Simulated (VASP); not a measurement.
# I (Im-3m) in VASP: a series of runs

I is run at these levels: PBEsol, PBE; tasks: single point.

All numbers are computed with VASP 6.6.1; they aren't measurements. Logs are shortened: lines on timing, memory, paths and dates and some standing lists are left out, and cuts for length are marked.

### Step 1. The cell of the first run

Symmetry: Im-3m, No. 229, cubic system. Conventional cell: a = 4.179 Å, b = 4.179 Å, c = 4.179 Å, α = 90.00°, β = 90.00°, γ = 90.00°. I (site symmetry m-3m) has 14 I at 3.62 to 4.18 Å within 4.8 Å.

### Step 2. Single point, PBEsol

File INCAR:

```
SYSTEM = I
ALGO     = Normal         ! electronic algorithm
EDIFF    = 1E-6           ! SCF threshold, eV
ENCUT    = 520            ! plane-wave cutoff, eV
GGA      = PS             ! functional
ISIF     = 2              ! what is computed and relaxed
ISMEAR   = -1             ! smearing method
LASPH    = .TRUE.         ! aspherical terms in the spheres
LCHARG   = .TRUE.         ! write CHGCAR
LELF     = .TRUE.         ! ELF
LREAL    = .FALSE.        ! projectors in reciprocal space
LVHAR    = .TRUE.       
LWAVE    = .FALSE.        ! write WAVECAR
NBANDS   = 10             ! bands
NELM     = 60             ! most SCF steps
PREC     = Accurate       ! precision mode
SIGMA    = 0.05           ! smearing width, eV
```

File KPOINTS:

```
k-points
0
G
  9 9 9
  0 0 0
```

File POSCAR:

```
I
1.0
   -2.0893754423      2.0893754423      2.0893754423
    2.0893754423     -2.0893754423      2.0893754423
    2.0893754423      2.0893754423     -2.0893754423
I
1
Direct
    0.0000000000      0.0000000000      0.0000000000
```

Potentials or basis: VASP PAW PBE potentials, release 64 (I).

Command:

```
> cat potpaw_PBE.64/I/POTCAR > POTCAR
> mpirun -np 1 vasp_std > vasp.out
```

OUTCAR:

```text
SYSTEM = I
   EDIFF = 1E-6
   ENCUT = 520
   GGA = PS
   ISIF = 2
   ISMEAR = -1
   LASPH = .TRUE.
   LREAL = .FALSE.
   NELM = 60
   PREC = Accurate

 ion  position               nearest neighbor table
   1  0.000  0.000  0.000-

  LATTYP: Found a body centered cubic cell.
 ALAT       =     4.1787508846

  Lattice vectors:

 A1 = (  -2.0893754423,   2.0893754423,   2.0893754423)
 A2 = (   2.0893754423,  -2.0893754423,   2.0893754423)
 A3 = (   2.0893754423,   2.0893754423,  -2.0893754423)

Analysis of symmetry for initial positions (statically):
=====================================================================
 Subroutine PRICEL returns:
 Original cell was already a primitive cell.

 Routine SETGRP: Setting up the symmetry group for a
 body centered cubic supercell.

 Subroutine GETGRP returns: Found 48 space group operations
 (whereof 48 operations were pure point group operations)
 out of a pool of 48 trial point group operations.

The static configuration has the point symmetry O_h .

Analysis of symmetry for dynamics (positions and initial velocities):
=====================================================================
 Subroutine PRICEL returns:
 Original cell was already a primitive cell.

 Routine SETGRP: Setting up the symmetry group for a
 body centered cubic supercell.

 Subroutine GETGRP returns: Found 48 space group operations
 (whereof 48 operations were pure point group operations)
 out of a pool of 48 trial point group operations.

The dynamic configuration has the point symmetry O_h .

 Subroutine INISYM returns: Found 48 space group operations
 (whereof 48 operations are pure point group operations),
 and found     1 'primitive' translations

----------------------------------------------------------------------------------------

                                     Primitive cell

  volume of cell :      36.4846

  direct lattice vectors                    reciprocal lattice vectors
    -2.089375442  2.089375442  2.089375442     0.000000000  0.239305962  0.239305962
     2.089375442 -2.089375442  2.089375442     0.239305962  0.000000000  0.239305962
     2.089375442  2.089375442 -2.089375442     0.239305962  0.239305962  0.000000000

  length of vectors
     3.618904422  3.618904422  3.618904422     0.338429737  0.338429737  0.338429737

  position of ions in fractional coordinates (direct lattice)
     0.000000000  0.000000000  0.000000000

  ion indices of the primitive-cell ions
   primitive index   ion index
                 1           1

----------------------------------------------------------------------------------------

 KPOINTS: k-points

Automatic generation of k-mesh.
 Grid dimensions read from file:
 generate k-points for:    9    9    9

 Generating k-lattice:

  Cartesian coordinates                     Fractional coordinates (reciprocal lattice)
     0.000000000  0.026589551  0.026589551     0.111111111  0.000000000  0.000000000
     0.026589551  0.000000000  0.026589551     0.000000000  0.111111111  0.000000000
     0.026589551  0.026589551  0.000000000     0.000000000  0.000000000  0.111111111

  Length of vectors
     0.037603304  0.037603304  0.037603304

  Shift w.r.t. Gamma in fractional coordinates (k-lattice)
     0.000000000  0.000000000  0.000000000

 Subroutine IBZKPT returns following result:
 ===========================================

 Found     35 irreducible k-points:

 Following reciprocal coordinates:
            Coordinates               Weight
  0.000000  0.000000  0.000000      1.000000
  0.111111  0.000000  0.000000     12.000000
  0.222222  0.000000  0.000000     12.000000
  0.333333  0.000000  0.000000     12.000000
  0.444444  0.000000  0.000000     12.000000
  0.111111  0.111111  0.000000     24.000000
[... 16 lines left out ...]
 -0.333333  0.444444  0.111111     48.000000
 -0.444444 -0.444444  0.111111     24.000000
 [... further k-points ...]
   k-points           NKPTS =     35   k-points in BZ     NKDIM =     35   number of bands    NBANDS=     10
   number of dos      NEDOS =    301   number of ions     NIONS =      1
   total plane-waves  NPLWV =  21952
   dimension x,y,z NGX =    28 NGY =   28 NGZ =   28
   dimension x,y,z NGXF=    56 NGYF=   56 NGZF=   56
   ions per type =               1
   NGX,Y,Z   is equivalent  to a cutoff of  12.86, 12.86, 12.86 a.u.
   NGXF,Y,Z  is equivalent  to a cutoff of  25.73, 25.73, 25.73 a.u.
 SYSTEM =  I
   PREC   = accura    normal or accurate (medium, high low for compatibility)
   ISTART =      0    job   : 0-new  1-cont  2-samecut
   ICHARG =      2    charge: 1-file 2-atom 10-const
   ISPIN  =      1    spin polarized calculation?
   LNONCOLLINEAR =      F non collinear calculations
   LSORBIT =      F    spin-orbit coupling
   LASPH  =      T    aspherical Exc in radial PAW
   ENCUT  =  520.0 eV  38.22 Ry    6.18 a.u.   6.73  6.73  6.73*2*pi/ulx,y,z
   NELM   =     60;   NELMIN=  2; NELMDL= -5     # of ELM steps
   EDIFF  = 0.1E-05   stopping-criterion for ELM
   LREAL  =      F    real-space projection
[... 7 lines left out ...]
   TEBEG  =    0.0;   TEEND  =   0.0 temperature during run
   PSTRESS=    0.0 pullay stress
   NELECT =       7.0000    total number of electrons
   NUPDOWN=      -1.0000    fix difference up-down
   EMIN   =  10.00;   EMAX   =-10.00  energy-range for DOS
   EFERMI =   0.00;   METHOD = LEGACY
   ISMEAR =    -1;   SIGMA  =   0.05  broadening in eV -4-tet -1-fermi 0-gaus
   EFERMI_NEDOS =   21; number of points for ismear=-14 and -15
   IALGO  =     38    algorithm
   IMIX   =      4    mixing-type and parameters
     AMIX     =   0.40;   BMIX     =  1.00
     AMIX_MAG =   1.60;   BMIX_MAG =  1.00
  volume/ion in A,a.u.               =      36.48       246.21
  Fermi-wavevector in a.u.,A,eV,Ry     =   0.944215  1.784308 12.130172  0.891543
  Thomas-Fermi vector in A             =   2.071998
   LORBIT       =      0    0 simple, 1 ext, 2 COOP (PROOUT), +10 PAW based schemes
   GGA     = PS    functional components
   LHFCALC =     F    Hartree Fock is set to
   AEXX    =    0.0000 exact exchange contribution
   IVDW    =     0    specifies the selected vdW correction
   LEPSILON=     F    determine dielectric tensor
   LRPA    =     F    only Hartree local field effects (RPA)
 non-spin polarized calculation
  energy-cutoff  :      520.00
  volume of cell :       36.48
 maximum number of plane-waves:      1000
   NGX = 13   NGY = 13   NGZ = 13

 number of electron       7.0000000 magnetization

 Free energy of the ion-electron system (eV)
  ---------------------------------------------------
  ext. energy  EPLUGINS =         0.00000000
  ---------------------------------------------------
  free energy    TOTEN  =        -1.34096101 eV

  energy without entropy =       -1.32126836  energy(sigma->0) =       -1.33111469

 E-fermi :   3.9739     XC(G=0):  -9.0901

 val. band max:        3.9668246456   @ k =  -0.4444   0.4444   0.1111
 cond. band min:       4.0215811713   @ k =  -0.3333   0.3333   0.1111
 fundamental gap:      0.0547565257
 Fermi energy:         3.9738908953

 k-point     1 :       0.0000    0.0000    0.0000
  band No.  band energies     occupation
      1      -9.3293      2.00000
      2       4.7867      0.00000
      3       4.7867      0.00000
      4       4.7867      0.00000
      5      10.6267      0.00000
      6      13.7270      0.00000
      7      13.7270      0.00000
      8      13.7270      0.00000
      9      15.9120      0.00000
     10      15.9120      0.00000

 k-point     2 :       0.1111    0.0000    0.0000
  band No.  band energies     occupation
      1      -9.2014      2.00000
      2       3.9289      1.42198
      3       4.5498      0.00002
      4       4.7517      0.00000
      5      11.2987      0.00000
      6      13.1260      0.00000
      7      13.3588      0.00000
      8      14.3292      0.00000
      9      15.0907      0.00000
     10      15.3782      0.00000

 k-point     3 :       0.2222    0.0000    0.0000
  band No.  band energies     occupation
      1      -8.8471      2.00000
      2       2.2695      2.00000
      3       4.0292      0.49713
      4       4.6601      0.00000
      5      11.0785      0.00000
      6      12.2116      0.00000
      7      13.9614      0.00000
      8      15.1644      0.00000
      9      15.8226      0.00000
     10      15.9375      0.00000

 k-point     4 :       0.3333    0.0000    0.0000
  band No.  band energies     occupation
      1      -8.3736      2.00000
      2       0.7198      2.00000
      3       3.5320      1.99971
      4       4.5515      0.00002
      5      10.1862      0.00000
      6      11.5268      0.00000
      7      15.2761      0.00000
      8      15.5440      0.00000
      9      17.4932      0.00000
     10      18.2171      0.00000

 k-point     5 :       0.4444    0.0000    0.0000
  band No.  band energies     occupation
      1      -8.0037      2.00000
      2      -0.2312      2.00000
      3       3.2455      2.00000
      4       4.4787      0.00008
      5       9.6899      0.00000
      6      11.1730      0.00000
      7      16.3803      0.00000
      8      16.5788      0.00000
      9      17.8133      0.00000
     10      18.3619      0.00000

 k-point     6 :       0.1111    0.1111    0.0000
  band No.  band energies     occupation
      1      -8.9597      2.00000
      2       2.7927      2.00000
      3       4.2024      0.02050
      4       4.5326      0.00003
      5      11.7625      0.00000
      6      12.5461      0.00000
      7      12.9996      0.00000
      8      14.6104      0.00000
      9      15.7224      0.00000
     10      16.1967      0.00000
[... 183 lines left out ...]
 k-point    21 :      -0.2222    0.3333    0.1111
  band No.  band energies     occupation
      1      -8.3337      2.00000
      2       1.3357      2.00000
      3       3.0001      2.00000
      4       3.8639      1.80055
      5      11.2890      0.00000
      6      11.8392      0.00000
      7      14.3086      0.00000
      8      14.3763      0.00000
      9      16.9339      0.00000
     10      18.7636      0.00000

 k-point    22 :      -0.4444    0.4444    0.1111
  band No.  band energies     occupation
      1      -7.9109      2.00000
      2      -0.0799      2.00000
      3       2.9691      2.00000
      4       3.9668      1.07055
      5      10.2440      0.00000
      6      11.8306      0.00000
      7      13.9219      0.00000
      8      15.2136      0.00000
      9      19.7299      0.00000
     10      20.5602      0.00000

 k-point    23 :      -0.3333    0.4444    0.1111
  band No.  band energies     occupation
      1      -7.9259      2.00000
      2       0.4506      2.00000
      3       2.3480      2.00000
      4       3.8281      1.89729
      5      10.8598      0.00000
      6      11.8416      0.00000
      7      13.7527      0.00000
      8      15.0584      0.00000
      9      17.7807      0.00000
     10      20.7304      0.00000

 k-point    24 :      -0.4444   -0.4444    0.1111
  band No.  band energies     occupation
      1      -7.7434      2.00000
      2       0.0777      2.00000
      3       2.1229      2.00000
      4       3.8195      1.91275
      5      10.6719      0.00000
      6      12.1781      0.00000
      7      13.3315      0.00000
      8      14.6693      0.00000
      9      19.8357      0.00000
     10      21.1015      0.00000

 [... further k-points ...]
[... 5 lines left out ...]
  --------------------------------------------------------------------------------------
  -------------------------------------------------------------------------------------
  Total       -0.5755774     -0.5755774     -0.5755774     -0.0000000      0.0000000     -0.0000000
  in kB      -25.2757993    -25.2757993    -25.2757993     -0.0000000      0.0000000     -0.0000000
  external PRESSURE =     -25.2757993 kB  Pullay stress =       0.0000000 kB

 VOLUME and BASIS-vectors are now :
 -----------------------------------------------------------------------------
  energy-cutoff  :      520.00
  volume of cell :       36.48
      direct lattice vectors                 reciprocal lattice vectors
    -2.089375442  2.089375442  2.089375442     0.000000000  0.239305962  0.239305962
     2.089375442 -2.089375442  2.089375442     0.239305962  0.000000000  0.239305962
     2.089375442  2.089375442 -2.089375442     0.239305962  0.239305962  0.000000000

 POSITION                                       TOTAL-FORCE (eV/Angst)
 -----------------------------------------------------------------------------------
      0.00000      0.00000      0.00000         0.000000     -0.000000      0.000000
 -----------------------------------------------------------------------------------
    total drift:                                0.000000      0.000000      0.000000

  FREE ENERGIE OF THE ION-ELECTRON SYSTEM (eV)
  ---------------------------------------------------
  free  energy   TOTEN  =        -1.3409610115 eV

  energy  without entropy=       -1.3212683585  energy(sigma->0) =       -1.33111469
```

Run time: 7.1 s. Hardware: 1 thread of Intel Xeon Platinum 8488C (Sapphire Rapids), shared host; peak memory 0.16 GiB.

Results:

- Free energy: -1.3410 eV
- Pressure: -2.5 GPa

Caveat: the PAW data sets were made with another functional, which shifts forces and pressure a little; spin-orbit coupling is left out, which moves the levels of the heavy elements; an odd number of electrons without spin polarisation forces a metal; a magnetic or distorted state may lie lower.

### Step 3. Single point, PBEsol, non-collinear spin, zero start, spin-orbit coupling

File INCAR:

```
SYSTEM = I
PREC = Accurate
ENCUT = 520
EDIFF = 1E-6
ISMEAR = -1
SIGMA = 0.05
LREAL = .FALSE.
LASPH = .TRUE.
NELM = 150
ALGO = Normal
ISIF = 2
LWAVE = .FALSE.
LCHARG = .FALSE.
LNONCOLLINEAR = .TRUE.
MAGMOM = 0 0 0
LORBIT = 11
LSORBIT = .TRUE.
GGA_COMPAT = .FALSE.
LORBMOM = .TRUE.
GGA = PS
NBANDS = 18
```

File KPOINTS:

```
Automatic mesh
0
G
  9 9 9
  0 0 0
```

POSCAR is that of step 2.

Potentials or basis: VASP PAW PBE potentials, release 64 (I).

Command:

```
> cat potpaw_PBE.64/I/POTCAR > POTCAR
> mpirun -np 1 vasp_ncl > vasp.out
```

It took 41 s on 1 thread of Intel Xeon Platinum 8488C (Sapphire Rapids), shared host; peak memory 0.25 GiB.

The run converged. Its results:

```yaml
Free_energy: -1.5925 eV
Pressure: -1.8 GPa
Net_moment: 0.00 μB per cell
Valence_electrons_inside_the_program's_atomic_spheres: I 4.14
```

Moments on the atoms (μB; x, y, z):
```
I   0.00 0.00 0.00
```

Caveat: the PAW data sets were made with another functional, which shifts forces and pressure a little.

### Step 4. Single point, PBE

File INCAR:

```
PREC = Accurate
ENCUT = 520
EDIFF = 1E-6
ISMEAR = -1
SIGMA = 0.05
LREAL = F
LASPH = T
NELM = 100
ALGO = Normal
ISIF = 2
LWAVE = F
LCHARG = F
GGA = PE
NBANDS = 10
```

File KPOINTS:

```
Automatic mesh
0
Gamma
  9 9 9
```

POSCAR is that of step 3.

Command:

```
> cat potpaw_PBE.64/I/POTCAR > POTCAR
> mpirun -np 1 vasp_std > vasp.out
```

Run time: 6 s. Hardware: 1 thread of Intel Xeon 6975P-C (Granite Rapids), shared host; peak memory 0.15 GiB.

Results (log left out):

- Free energy: -1.0500 eV
- Pressure: -0.2 GPa

Levels at points of the mesh, in eV from the Fermi level:
```csv
k point,band 1,band 2,band 3,band 4,band 5,band 6,band 7,band 8,band 9
"(0.00, 0.00, 0.00)",-13.27,0.80,0.80,0.80,6.84,9.78,9.78,9.78,12.01
```

Caveat: spin-orbit coupling is left out, which moves the levels of the heavy elements; an odd number of electrons without spin polarisation forces a metal; a magnetic or distorted state may lie lower.

### Step 5. The runs side by side

```tsv
level	spin	gap on the mesh (eV)	pressure (GPa)
PBEsol	off	none	-2.5
PBEsol	non-collinear, zero start, SOC	-	-1.8
PBE	off	none	-0.2
```

Alike in all rows: task single point; potentials or basis VASP PAW PBE potentials, release 64 (I); cell as given; k mesh 9 × 9 × 9; cutoff (eV) 520; smearing fermi-dirac 0.05 eV.

The pressure there spans -2.5 GPa (PBEsol) to -0.2 GPa (PBE); a positive pressure means that this level wants a larger cell, a negative one a smaller.

Caveats: the PAW data sets were made with another functional, which shifts forces and pressure a little (some runs); spin-orbit coupling is left out, which moves the levels of the heavy elements (some runs); an odd number of electrons without spin polarisation forces a metal (some runs); a magnetic or distorted state may lie lower (some runs).

Absolute energies hang on the potentials; compare differences alone.
